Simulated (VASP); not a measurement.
A run of VASP 6.6.1 is set up as follows.

File INCAR:

```
PREC = Accurate
ENCUT = 600
EDIFF = 1E-6
ISMEAR = 0
SIGMA = 0.05
LREAL = F
LASPH = T
NELM = 120
ALGO = Normal
ISIF = 2
LWAVE = F
LCHARG = F
GGA = PE
NBANDS = 16
GGA_COMPAT = F
```

File KPOINTS:

```
regular mesh
0
Gamma
  6 6 6
```

The input POSCAR:

```
GaN
1.0
    2.5703633984      0.0000000000      0.0000000000
    0.0000000000      2.5703633984      0.0000000000
    0.0000000000      0.0000000000      2.5703633984
Ga N
1 1
Direct
    0.0000000000      0.0000000000      0.0000000000
    0.5000000000      0.5000000000      0.5000000000
```

Potentials or basis: VASP PAW PBE potentials, release 64 (Ga_d, N).

Command:

```console
$ cat potpaw_PBE.64/Ga_d/POTCAR potpaw_PBE.64/N/POTCAR > POTCAR
$ mpirun -np 1 vasp_std > vasp.out
```

Question: Predict the band gap on the k mesh.

Answer: Zero (band 9 reaches 10.52 eV, above the bottom of band 10 at 9.62 eV).

Question: Estimate the pressure.

Answer: 45.8 GPa.

Caveat: the k points lie up to 0.41 Å⁻¹ apart.
